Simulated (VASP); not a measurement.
A run of VASP 6.6.1 is set up as follows.

INCAR

```
SYSTEM = BaRe
PREC = Accurate
ENCUT = 520
EDIFF = 1E-7
ISMEAR = 0
SIGMA = 0.05
LREAL = .FALSE.
LASPH = .TRUE.
NELM = 60
ALGO = Normal
ISIF = 2
LWAVE = .FALSE.
LCHARG = .TRUE.
GGA = PE
LELF = .TRUE.
LVHAR = .TRUE.
NBANDS = 16
```

File KPOINTS:

```
Automatic mesh
0
G
  8 8 8
  0 0 0
```

The input POSCAR:

```
BaRe
1.0
    3.7233438108      0.0000000000      0.0000000000
    0.0000000000      3.7233438108      0.0000000000
    0.0000000000      0.0000000000      3.7233438108
Ba Re
1 1
Direct
    0.0000000000      0.0000000000      0.0000000000
    0.5000000000      0.5000000000      0.5000000000
```

Potentials or basis: VASP PAW PBE potentials, release 64 (Ba_sv, Re).

The run is started by

```console
$ cat potpaw_PBE.64/Ba_sv/POTCAR potpaw_PBE.64/Re/POTCAR > POTCAR
$ mpirun -np 1 vasp_std > vasp.out
```

What does it give for the pressure?

1.6 GPa.
